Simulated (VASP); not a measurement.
# Ta (R-3m) in VASP: single point with PBE

Aim: the single point of Ta with PBE.

Program: VASP 6.6.1. These are calculated values, not measurements. Logs are shortened: lines on timing, memory, paths and dates and some standing lists are left out, and cuts for length are marked.

## 1. The cell of the first run

The typed cell holds 3 atoms: a = 2.985 Å, b = 2.985 Å, c = 7.319 Å, α = 90.00°, β = 90.00°, γ = 120.00°.

This isn't the form of Ta at room conditions, which is bcc.

## 2. Single point, PBE

Input file INCAR:

```
PREC = Accurate ; ENCUT = 520
EDIFF = 1E-6 ; ISMEAR = 0
SIGMA = 0.1 ; LREAL = False
LASPH = True ; NELM = 60
ALGO = Fast ; ISIF = 2
LWAVE = False ; LCHARG = False
GGA = PE ; NBANDS = 24
```

Input file KPOINTS:

```
regular mesh
0
Gamma
  30 30 14
```

Input file POSCAR:

```
Ta
1.0
    2.9848398192      0.0000000000      0.0000000000
   -1.4924199096      2.5849471096      0.0000000000
    0.0000000000      0.0000000000      7.3192418160
Ta
3
Direct
    0.0000000000      0.0000000000      0.0000000000
    0.3333333333      0.6666666667      0.3333333333
    0.6666666667      0.3333333333      0.6666666667
```

Potentials or basis: VASP PAW PBE potentials, release 64 (Ta_pv).

Launch:

```sh
$ cat potpaw_PBE.64/Ta_pv/POTCAR > POTCAR
$ mpirun -np 1 vasp_std > vasp.out
```

OUTCAR:

```text
PREC = Accurate
   ENCUT = 520
   EDIFF = 1E-6
   ISMEAR = 0
   LREAL = False
   LASPH = True
   NELM = 60
   ISIF = 2
   GGA = PE

 ion  position               nearest neighbor table
   1  0.000  0.000  0.000-   2 2.99   3 2.99   2 2.99   3 2.99   3 2.99   2 2.99
   2  0.333  0.667  0.333-   1 2.99   1 2.99   1 2.99   3 2.99   3 2.99   3 2.99
   3  0.667  0.333  0.667-   1 2.99   1 2.99   1 2.99   2 2.99   2 2.99   2 2.99

  LATTYP: Found a hexagonal cell.
 ALAT       =     2.9848398192
 C/A-ratio  =     2.4521388950

  Lattice vectors:

 A1 = (   2.9848398192,   0.0000000000,   0.0000000000)
 A2 = (  -1.4924199096,   2.5849471096,   0.0000000000)
 A3 = (   0.0000000000,   0.0000000000,   7.3192418160)

Analysis of symmetry for initial positions (statically):
=====================================================================
 Subroutine PRICEL returns following result:

  LATTYP: Found a trigonal (rhomboedric) cell.
 ALAT       =     2.9869922997
 COS(alpha) =     0.5007203584

  Lattice vectors:

 A1 = (   1.4924199095,  -0.8616490364,   2.4397472718)
 A2 = (  -0.0000000001,   1.7232980732,   2.4397472718)
 A3 = (  -1.4924199093,  -0.8616490367,   2.4397472725)

   3 primitive cells build up your supercell.

 Routine SETGRP: Setting up the symmetry group for a
 hexagonal supercell.

 Subroutine GETGRP returns: Found 12 space group operations
 (whereof 12 operations were pure point group operations)
 out of a pool of 24 trial point group operations.

The static configuration has the point symmetry D_3d.

Analysis of symmetry for dynamics (positions and initial velocities):
=====================================================================
 Subroutine PRICEL returns following result:

  LATTYP: Found a trigonal (rhomboedric) cell.
 ALAT       =     2.9869922997
 COS(alpha) =     0.5007203584

  Lattice vectors:

 A1 = (   1.4924199095,  -0.8616490364,   2.4397472718)
 A2 = (  -0.0000000001,   1.7232980732,   2.4397472718)
 A3 = (  -1.4924199093,  -0.8616490367,   2.4397472725)

   3 primitive cells build up your supercell.

 Routine SETGRP: Setting up the symmetry group for a
 hexagonal supercell.

 Subroutine GETGRP returns: Found 12 space group operations
 (whereof 12 operations were pure point group operations)
 out of a pool of 24 trial point group operations.

The dynamic configuration has the point symmetry D_3d.

 Subroutine INISYM returns: Found 12 space group operations
 (whereof 12 operations are pure point group operations),
 and found     3 'primitive' translations

----------------------------------------------------------------------------------------

                                     Primitive cell

  volume of cell :      18.8242

  direct lattice vectors                    reciprocal lattice vectors
     1.492419909 -0.861649036  2.439747272     0.335026353 -0.193427555  0.136626173
    -0.000000000  1.723298073  2.439747272     0.000000000  0.386855111  0.136626173
    -1.492419909 -0.861649037  2.439747272    -0.335026353 -0.193427555  0.136626173

  length of vectors
     2.986992300  2.986992300  2.986992300     0.410272577  0.410272577  0.410272577

  position of ions in fractional coordinates (direct lattice)
     0.000000000  0.000000000  0.000000000

  ion indices of the primitive-cell ions
   primitive index   ion index
                 1           1

----------------------------------------------------------------------------------------

 KPOINTS: regular mesh

Automatic generation of k-mesh.
 Grid dimensions read from file:
 generate k-points for:   30   30   14

 Generating k-lattice:

  Cartesian coordinates                     Fractional coordinates (reciprocal lattice)
     0.011167545  0.006447585  0.000000000     0.033333333  0.000000000  0.000000000
     0.000000000  0.012895170  0.000000000     0.000000000  0.033333333  0.000000000
     0.000000000  0.000000000  0.009759012     0.000000000  0.000000000  0.071428571

  Length of vectors
     0.012895170  0.012895170  0.009759012

  Shift w.r.t. Gamma in fractional coordinates (k-lattice)
     0.000000000  0.000000000  0.000000000

 Subroutine IBZKPT returns following result:
 ===========================================

 Found   1178 irreducible k-points:

 Following reciprocal coordinates:
            Coordinates               Weight
  0.000000  0.000000  0.000000      1.000000
  0.033333  0.000000  0.000000      6.000000
  0.066667 -0.000000  0.000000      6.000000
  0.100000 -0.000000  0.000000      6.000000
  0.133333  0.000000  0.000000      6.000000
  0.166667 -0.000000  0.000000      6.000000
[... 16 lines left out ...]
  0.233333  0.033333  0.000000     12.000000
  0.266667  0.033333  0.000000     12.000000
 [... further k-points ...]
   k-points           NKPTS =   1178   k-points in BZ     NKDIM =   1178   number of bands    NBANDS=     24
   number of dos      NEDOS =    301   number of ions     NIONS =      3
   total plane-waves  NPLWV =  31104
   dimension x,y,z NGX =    24 NGY =   24 NGZ =   54
   dimension x,y,z NGXF=    48 NGYF=   48 NGZF=  108
   ions per type =               3
   NGX,Y,Z   is equivalent  to a cutoff of  13.37, 13.37, 12.27 a.u.
   NGXF,Y,Z  is equivalent  to a cutoff of  26.73, 26.73, 24.53 a.u.
 SYSTEM =  unknown system
   PREC   = accura    normal or accurate (medium, high low for compatibility)
   ISTART =      0    job   : 0-new  1-cont  2-samecut
   ICHARG =      2    charge: 1-file 2-atom 10-const
   ISPIN  =      1    spin polarized calculation?
   LNONCOLLINEAR =      F non collinear calculations
   LSORBIT =      F    spin-orbit coupling
   LASPH  =      T    aspherical Exc in radial PAW
   ENCUT  =  520.0 eV  38.22 Ry    6.18 a.u.   5.55  5.55 13.61*2*pi/ulx,y,z
   NELM   =     60;   NELMIN=  2; NELMDL= -5     # of ELM steps
   EDIFF  = 0.1E-05   stopping-criterion for ELM
   LREAL  =      F    real-space projection
   EDIFFG = 0.1E-04   stopping-criterion for IOM
   NSW    =      0    number of steps for IOM
   IBRION =     -1    ionic relax: 0-MD 1-quasi-New 2-CG
   NFREE  =      0    steps in history (QN), initial steepest desc. (CG)
   ISIF   =      2    stress and relaxation
   ISYM   =      2    0-nonsym 1-usesym 2-fastsym
   POTIM  = 0.5000    time-step for ionic-motion
   TEBEG  =    0.0;   TEEND  =   0.0 temperature during run
   PSTRESS=    0.0 pullay stress
   NELECT =      33.0000    total number of electrons
   NUPDOWN=      -1.0000    fix difference up-down
   EMIN   =  10.00;   EMAX   =-10.00  energy-range for DOS
   EFERMI =   0.00;   METHOD = LEGACY
   ISMEAR =     0;   SIGMA  =   0.10  broadening in eV -4-tet -1-fermi 0-gaus
   EFERMI_NEDOS =   21; number of points for ismear=-14 and -15
   IALGO  =     68    algorithm
   IMIX   =      4    mixing-type and parameters
     AMIX     =   0.40;   BMIX     =  1.00
     AMIX_MAG =   1.60;   BMIX_MAG =  1.00
  volume/ion in A,a.u.               =      18.82       127.03
  Fermi-wavevector in a.u.,A,eV,Ry     =   1.368674  2.586418 25.487350  1.873267
  Thomas-Fermi vector in A             =   2.494617
   LORBIT       =      0    0 simple, 1 ext, 2 COOP (PROOUT), +10 PAW based schemes
   GGA     = PE    functional components
   LHFCALC =     F    Hartree Fock is set to
   AEXX    =    0.0000 exact exchange contribution
   IVDW    =     0    specifies the selected vdW correction
   LEPSILON=     F    determine dielectric tensor
   LRPA    =     F    only Hartree local field effects (RPA)
 non-spin polarized calculation
 RMM-DIIS sequential band-by-band and
 Gauss-broadening in eV      SIGMA  =   0.10
  energy-cutoff  :      520.00
  volume of cell :       56.47
 maximum number of plane-waves:      1551
 NGX is ok and might be reduce to    24
   NGX = 11   NGY = 11   NGZ = 27

 number of electron      32.9999998 magnetization

 Free energy of the ion-electron system (eV)
  ---------------------------------------------------
  ext. energy  EPLUGINS =         0.00000000
  ---------------------------------------------------
  free energy    TOTEN  =       -34.73014773 eV

  energy without entropy =      -34.71155129  energy(sigma->0) =      -34.72084951

 E-fermi :   5.5023     XC(G=0): -12.3975

 val. band max:        5.5022519308   @ k =   0.3667   0.0667   0.1429
 cond. band min:       5.5026496932   @ k =   0.2333   0.1333   0.5000
 fundamental gap:      0.0003977624
 Fermi energy:         5.5023332419

 k-point     1 :       0.0000    0.0000    0.0000
  band No.  band energies     occupation
      1     -28.9020      2.00000
      2     -28.9020      2.00000
      3     -28.2350      2.00000
      4     -28.2350      2.00000
      5     -28.2350      2.00000
      6     -28.2350      2.00000
[... 16 lines left out ...]
     23       8.9377      0.00000
     24       9.8727      0.00000

 k-point     2 :       0.0333    0.0000    0.0000
  band No.  band energies     occupation
      1     -28.9007      2.00000
      2     -28.9005      2.00000
      3     -28.2507      2.00000
      4     -28.2454      2.00000
      5     -28.2339      2.00000
      6     -28.2286      2.00000
[... 16 lines left out ...]
     23       8.9348      0.00000
     24       9.6171      0.00000

 k-point     3 :       0.0667   -0.0000    0.0000
  band No.  band energies     occupation
      1     -28.8969      2.00000
      2     -28.8959      2.00000
      3     -28.2806      2.00000
      4     -28.2597      2.00000
      5     -28.2469      2.00000
      6     -28.2263      2.00000
[... 16 lines left out ...]
     23       8.9298      0.00000
     24       9.3546      0.00000

 k-point     4 :       0.1000   -0.0000    0.0000
  band No.  band energies     occupation
      1     -28.8918      2.00000
      2     -28.8882      2.00000
      3     -28.3230      2.00000
      4     -28.2775      2.00000
      5     -28.2724      2.00000
      6     -28.2279      2.00000
[... 16 lines left out ...]
     23       8.9287      0.00000
     24       9.0997      0.00000

 k-point     5 :       0.1333    0.0000    0.0000
  band No.  band energies     occupation
      1     -28.8867      2.00000
      2     -28.8784      2.00000
      3     -28.3752      2.00000
      4     -28.3076      2.00000
      5     -28.2982      2.00000
      6     -28.2838      2.00000
[... 16 lines left out ...]
     23       8.8623      0.00000
     24       8.9481      0.00000

 k-point     6 :       0.1667   -0.0000    0.0000
  band No.  band energies     occupation
      1     -28.8835      2.00000
      2     -28.8678      2.00000
      3     -28.4332      2.00000
      4     -28.3592      2.00000
      5     -28.3489      2.00000
      6     -28.3213      2.00000
[... 16 lines left out ...]
     23       8.6600      0.00000
     24       9.0057      0.00000
[... 379 lines left out ...]
 k-point    21 :       0.1667    0.0333    0.0000
  band No.  band energies     occupation
      1     -28.8822      2.00000
      2     -28.8635      2.00000
      3     -28.4629      2.00000
      4     -28.4044      2.00000
      5     -28.3832      2.00000
      6     -28.3256      2.00000
[... 16 lines left out ...]
     23       8.6262      0.00000
     24       9.0788      0.00000

 k-point    22 :       0.2000    0.0333    0.0000
  band No.  band energies     occupation
      1     -28.8867      2.00000
      2     -28.8581      2.00000
      3     -28.5177      2.00000
      4     -28.4911      2.00000
      5     -28.4210      2.00000
      6     -28.3538      2.00000
[... 16 lines left out ...]
     23       8.5502      0.00000
     24       9.2442      0.00000

 k-point    23 :       0.2333    0.0333    0.0000
  band No.  band energies     occupation
      1     -28.8992      2.00000
      2     -28.8628      2.00000
      3     -28.5811      2.00000
      4     -28.5602      2.00000
      5     -28.4540      2.00000
      6     -28.3812      2.00000
[... 16 lines left out ...]
     23       8.6525      0.00000
     24       9.4873      0.00000

 k-point    24 :       0.2667    0.0333    0.0000
  band No.  band energies     occupation
      1     -28.9205      2.00000
      2     -28.8826      2.00000
      3     -28.6708      2.00000
      4     -28.5823      2.00000
      5     -28.4785      2.00000
      6     -28.4074      2.00000
[... 16 lines left out ...]
     23       8.9484      0.00000
     24       9.8014      0.00000

 [... further k-points ...]

------------------------ aborting loop because EDIFF is reached ----------------------------------------

  FORCE on cell =-STRESS in cart. coord.  units (eV):
  Direction    XX          YY          ZZ          XY          YZ          ZX
  --------------------------------------------------------------------------------------
  -------------------------------------------------------------------------------------
  Total        0.0413934      0.0413934     -0.0077624      0.0000000      0.0000000      0.0000000
  in kB        1.1743650      1.1743650     -0.2202252      0.0000000      0.0000000      0.0000000
  external PRESSURE =       0.7095016 kB  Pullay stress =       0.0000000 kB

 VOLUME and BASIS-vectors are now :
 -----------------------------------------------------------------------------
  energy-cutoff  :      520.00
  volume of cell :       56.47
      direct lattice vectors                 reciprocal lattice vectors
     2.984839819  0.000000000  0.000000000     0.335026353  0.193427555  0.000000000
    -1.492419910  2.584947110  0.000000000     0.000000000  0.386855111  0.000000000
     0.000000000  0.000000000  7.319241816     0.000000000  0.000000000  0.136626173

 POSITION                                       TOTAL-FORCE (eV/Angst)
 -----------------------------------------------------------------------------------
      0.00000      0.00000      0.00000        -0.000000      0.000000     -0.000000
     -0.00000      1.72330      2.43975         0.000000      0.000000     -0.000000
      1.49242      0.86165      4.87949         0.000000     -0.000000      0.000000
 -----------------------------------------------------------------------------------
    total drift:                               -0.000000      0.000000      0.000000

  FREE ENERGIE OF THE ION-ELECTRON SYSTEM (eV)
  ---------------------------------------------------
  free  energy   TOTEN  =       -34.7301477269 eV

  energy  without entropy=      -34.7115512883  energy(sigma->0) =      -34.72084951
```

Run time: 33 min. Hardware: 1 thread of Oxide Virtual Turin-like, shared host; peak memory 1.1 GiB.

Results:

| Property | Result |
| --- | --- |
| Free energy | -34.7301 eV |
| Pressure | 0.1 GPa |
| Band gap on the k mesh | zero (an odd number of electrons rules out a gap without spin polarisation) |

Caveat: spin-orbit coupling is left out, which moves the levels of the heavy elements.
